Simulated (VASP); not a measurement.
## C: relaxation of cell and atoms with PBE

Crystal: C.

```
CELL_PARAMETERS angstrom
1.53533 -1.87623 0.00000
1.53533 1.87623 0.00000
0.00000 0.00000 4.63500
ATOMIC_POSITIONS crystal
C 0.20790 0.79210 0.66773
C 0.79210 0.20790 0.66773
C 0.79210 0.20790 0.33227
C 0.20790 0.79210 0.33227
C 0.29220 0.70780 0.00000
C 0.70780 0.29220 0.00000
```

```json
{
 "Program": "VASP 6.6.1",
 "Task": "relaxation of cell and atoms",
 "Functional": "PBE",
 "Potentials or basis": "VASP PAW PBE potentials, release 64 (C)",
 "Cutoff": "600 eV",
 "k mesh": "8 × 8 × 4",
 "Occupations": "gaussian, width 0.1 eV",
 "Spin": "no spin polarisation",
 "Dipole correction": "no",
 "Further INCAR settings": "ALGO = Normal; EDIFF = 1e-07; IBRION = 2; EDIFFG = -0.04; NSW = 90; ISIF = 3"
}
```

```yaml
Relaxed_volume: 6.84 Å³/atom
Relaxed_cell: a = 2.454 Å, b = 2.454 Å, c = 7.838 Å, α = 90.00°, β = 90.00°, γ = 119.60°
Space_group_after_relaxing_to_0.05_Å: Cmmm (No. 65)
Energy_gained_by_relaxing: 2310.6 meV/atom
Ionic_steps: 41
Pressure_after_relaxing: 0.1 GPa
Largest_force_after_relaxing: 0.020 eV/Å
Band_gap_on_the_k_mesh: zero (band 12 reaches 7.95 eV, above the bottom of band 13 at 7.12 eV)
```

Forces on the atoms (eV/Å):
```
C    0.000  0.012 -0.016
C    0.000 -0.012 -0.016
C    0.000 -0.012  0.016
C    0.000  0.012  0.016
C    0.000  0.019  0.000
C    0.000 -0.019  0.000
```

Stress tensor (GPa, compression positive):
```
 0.53  0.00  0.00
 0.00 -0.28  0.00
 0.00  0.00  0.12
```

Step by step:
```tsv
step	energy change (eV)	largest force (eV/Å)	pressure (GPa)	volume (Å³)
1	0.0000	4.2915	145.03	26.70
3	-4.2779	1.7912	2.99	35.22
5	-4.8242	1.7300	-23.32	37.78
7	-5.7825	0.7665	1.89	35.52
9	-5.8171	4.2598	51.09	33.22
11	-6.2403	2.7674	30.06	34.16
13	-7.0961	6.1681	91.60	32.66
15	-7.8559	5.4422	114.07	33.30
17	-10.6201	2.8178	59.86	36.71
19	-12.0951	3.4149	1.95	42.72
21	-12.7521	1.6853	-8.88	43.67
23	-13.0091	1.2024	0.28	42.48
25	-13.4588	1.1240	0.33	41.52
27	-13.6422	2.7202	1.67	40.55
29	-13.7844	0.2446	2.07	40.16
31	-13.8482	0.3349	5.08	40.43
33	-13.8605	0.0792	2.10	40.85
35	-13.8627	0.0680	-0.54	41.13
37	-13.8630	0.0531	-0.29	41.11
39	-13.8634	0.0536	0.04	41.06
41	-13.8638	0.0199	0.12	41.05
```

Final structure:
```xyz
6
Lattice="1.2344 -2.1211 0.0000 1.2344 2.1211 0.0000 0.0000 0.0000 7.8381" Properties=species:S:1:pos:R:3 pbc="T T T"
C     1.2344    1.4164    5.2767
C     1.2344   -1.4164    5.2767
C     1.2344   -1.4164    2.5613
C     1.2344    1.4164    2.5613
C     1.2344    0.7066    0.0000
C     1.2344   -0.7066    0.0000
```

Levels at points of the mesh, in eV from the Fermi level:
```csv
k point,band 9,band 10,band 11,band 12,band 13,band 14,band 15,band 16
"(0.00, 0.00, 0.00)",-3.40,-3.28,-3.27,-3.22,7.47,7.61,7.86,8.04
"(0.50, 0.00, 0.00)",-6.63,-3.55,-3.17,-2.27,0.49,2.55,3.57,6.92
"(0.50, 0.50, 0.00)",-6.72,-3.82,-3.39,0.33,0.38,0.39,3.60,5.88
"(0.00, 0.00, 0.50)",-3.42,-3.33,-3.29,-3.16,7.58,7.76,7.87,8.09
"(0.50, 0.00, 0.50)",-6.61,-4.02,-3.36,-1.44,1.42,2.09,2.74,6.93
"(0.50, 0.50, 0.50)",-6.63,-4.76,-1.33,-0.97,-0.50,2.31,2.61,6.25
```

It took 12 min on 1 thread of Intel(R) Xeon(R) Platinum 8259CL CPU @ 2.50GHz (Skylake/Cascade Lake), on a shared host, peak memory 0.16 GiB.

Caveat: the volume moved by over 15 % at a fixed basis, so the end points are rough.
